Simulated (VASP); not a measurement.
Runs of VASP 6.6.1 on TaF3. The structure is that of space group Pm-3m (No. 221), or close to it. The cells are those of the table. 

```tsv
task	level	potentials or basis	U	cell	cutoff (eV)	second run	gap on the mesh (eV)	pressure (GPa)	relaxed volume (Å³/atom)
relaxation of cell and atoms	PBE+U	VASP PAW PBE potentials, release 64 (Ta_pv, F)	Ta d U = 2.0 eV	relaxed from a = 3.948 Å, 4 atoms	600	-	none	0.1	(a)
single point	PBE+U	VASP PAW PBE potentials, release 64 (Ta_sv_GW, F)	Ta d U = 2.0 eV	a = 4.137 Å, 4 atoms	600	valence_matched	none	0.6	-
single point	PBE+U	VASP PAW PBE potentials, release 64 (Ta_pv, F)	Ta d U = 2.0 eV	a = 4.137 Å, 4 atoms	520	-	none	0.9	-
relaxation of cell and atoms	PBE+U	VASP PAW PBE potentials, release 64 (Ta_sv_GW, F)	Ta d U = 2.0 eV	relaxed from a = 3.948 Å, 4 atoms	600	valence_matched	none	0.1	(b)
single point	PBE	VASP PAW PBE potentials, release 64 (Ta_pv, F)	-	a = 4.125 Å, 4 atoms	520	-	none	0.1	-
relaxation of cell and atoms	PBE	VASP PAW PBE potentials, release 64 (Ta_pv, F)	-	relaxed from a = 3.948 Å, 4 atoms	600	-	none	0.1	17.55
```

Alike in all rows: no spin polarisation; k mesh 5 × 5 × 5; smearing fermi-dirac 0.1 eV.

Estimate the missing entries.

(a) 17.85; (b) 17.80.

Caveats: spin-orbit coupling is left out, which moves the levels of the heavy elements; U without spin polarisation on a metal has little footing (some runs); the volume moved by over 15 % at a fixed basis, so the end points are rough (some runs); the volume moved by +16 % from the deposited cell, more than functionals usually miss (some runs); the volume moved by +14 % from the deposited cell, more than functionals usually miss (some runs).

A k mesh can miss the band edges, and the runs leave out spin-orbit coupling on Ta.

A gap of «none» marks levels without a gap at the run's occupations.

The runs don't all hold the same shells in valence.
